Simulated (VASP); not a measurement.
Runs of VASP 6.6.1 on Na. The structure is that of space group I4/mmm (No. 139), or close to it. The cells are those of the table. 

```csv
cell,further INCAR settings,gap on the mesh (eV),pressure (GPa)
"a = 3.696 Å, angles 114.7, 114.7, 99.4°, 1 atom",ALGO = Fast; EDIFF = 1e-06; NBANDS = 10,none,-0.3
"a = 3.675 Å, angles 112.1, 112.1, 104.2°, 1 atom",ALGO = Fast; EDIFF = 1e-06; NBANDS = 10,none,-0.3
"a = 3.758 Å, angles 101.5, 101.5, 126.9°, 1 atom",ALGO = Fast; EDIFF = 1e-06; NBANDS = 10,none,(a)
"a = 3.727 Å, angles 117.3, 117.3, 94.8°, 1 atom",ALGO = Fast; EDIFF = 1e-07; NBANDS = 10,none,-0.2
"a = 3.673 Å, angles 107.3, 107.3, 113.9°, 1 atom",ALGO = Fast; EDIFF = 1e-06; NBANDS = 10,none,-0.3
"a = 3.715 Å, angles 103.5, 103.5, 122.2°, 1 atom",ALGO = Fast; EDIFF = 1e-06; NBANDS = 10,none,-0.2
"a = 3.688 Å, angles 105.4, 105.4, 118.0°, 1 atom",ALGO = Fast; EDIFF = 1e-06; NBANDS = 10,none,-0.3
"a = 3.805 Å, angles 100.0, 100.0, 130.6°, 1 atom",ALGO = Fast; EDIFF = 1e-07; NBANDS = 10,none,0.2
```

Alike in all rows: task single point; level PBE; potentials or basis VASP PAW PBE potentials, release 64 (Na_pv); no spin polarisation; k mesh 18 × 18 × 18; cutoff (eV) 520; smearing gaussian 0.15 eV.

Fill in the values left out.

(a) 0.0.

A gap of «none» marks levels without a gap at the run's occupations.
